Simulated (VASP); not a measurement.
A run of VASP 6.6.1:

Contents of INCAR:

```
SYSTEM = SiC
PREC = Accurate
ENCUT = 520
EDIFF = 1E-6
ISMEAR = 0
SIGMA = 0.05
LREAL = .False.
LASPH = .True.
NELM = 80
ALGO = Normal
ISIF = 2
LWAVE = .False.
LCHARG = .False.
GGA = PE
IBRION = 2
NSW = 50
EDIFFG = -0.01
```

Contents of KPOINTS:

```
regular mesh
0
Gamma
  12 12 6
  0 0 0
```

File POSCAR:

```
SiC
1.0
    2.9672971084      0.0000000000      0.0000000000
   -1.4836485542      2.5697546764      0.0000000000
    0.0000000000      0.0000000000      5.0684401908
Si C
2 2
Direct
    0.3333333333      0.6666666667      0.0045639005
    0.6666666667      0.3333333333      0.5045639005
    0.3333333333      0.6666666667      0.3804360995
    0.6666666667      0.3333333333      0.8804360995
```

Potentials or basis: VASP PAW PBE potentials, release 64 (Si, C).

Command:

```sh
$ cat potpaw_PBE.64/Si/POTCAR potpaw_PBE.64/C/POTCAR > POTCAR
$ mpirun -np 1 vasp_std > vasp.out
```

Hardware: 1 thread of Intel(R) Xeon(R) 6975P-C (Granite Rapids), on a shared host.

Problem. Estimate the wall time of this run.

Solution. It took 20 s on 1 thread of Intel(R) Xeon(R) 6975P-C (Granite Rapids) (shared host), peak memory 0.17 GiB. Counts: scf iterations 24, k points 76, ion steps 3.
